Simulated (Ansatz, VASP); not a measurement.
**One calculation of PbF2, two programs**

The input INCAR:

```
SYSTEM = PbF2
PREC = Accurate
ENCUT = 600
EDIFF = 1E-6
ISMEAR = -1
SIGMA = 0.05
LREAL = .FALSE.
LASPH = .TRUE.
NELM = 120
ALGO = Normal
ISIF = 2
LWAVE = .FALSE.
LCHARG = .TRUE.
LELF = .TRUE.
LVHAR = .TRUE.
NBANDS = 21
GGA_COMPAT = .FALSE.
```

KPOINTS

```
Automatic mesh
0
G
  8 8 8
  0 0 0
```

File POSCAR:

```
PbF2
1.0
    0.0000000000      3.0026599987      3.0026599987
    3.0026599987      0.0000000000      3.0026599987
    3.0026599987      3.0026599987      0.0000000000
Pb F
1 2
Direct
    0.0000000000      0.0000000000      0.0000000000
    0.7500000000      0.7500000000      0.7500000000
    0.2500000000      0.2500000000      0.2500000000
```

input.yaml

```yaml
crystal:
  lattice:
    - [0.0, 3.0026599987, 3.0026599987]
    - [3.0026599987, 0.0, 3.0026599987]
    - [3.0026599987, 3.0026599987, 0.0]
  atoms:
    - { symbol: Pb, position: [0.0, 0.0, 0.0] }
    - { symbol: F, position: [0.75, 0.75, 0.75] }
    - { symbol: F, position: [0.25, 0.25, 0.25] }
kpoints:
  mp_grid: { grid: [8, 8, 8] }
scf:
  occupations: { method: fermi_dirac, width: 0.05 }
hamiltonian:
  xc: lda
  pseudopotentials: { kind: all_electron, lapw: { basis_error: 0.002 } }
output:
  forces: true
  stress: true
  eigenvalues: true
```

Change from the starting cell: volume scaled by 1.04.

Alike in both runs: task single point; functional LDA; k mesh 8 × 8 × 8; occupations fermi-dirac, width 0.05 eV; no spin polarisation.

|  | VASP | Ansatz |
| --- | --- | --- |
| version | VASP 6.6.1 | Ansatz 0.2.0 |
| potentials or method | VASP PAW LDA potentials, release 64 (Pb_d, F), cutoff 600 eV | all-electron LAPW, scalar-relativistic |

```tsv
	VASP	Ansatz	Ansatz less VASP
gap on the k mesh at the Fermi level (eV)	4.22	4.25	+0.021
least direct gap on the mesh (eV)	4.38	4.40	+0.026
pressure (GPa)	-6.9	-6.8	+0.10
```

LDA's correlation is that of Perdew and Zunger in VASP and of Perdew and Wang (1992) in Ansatz. Ansatz ran all-electron here, and VASP with PAW potentials.

Neither program's run includes spin-orbit coupling.
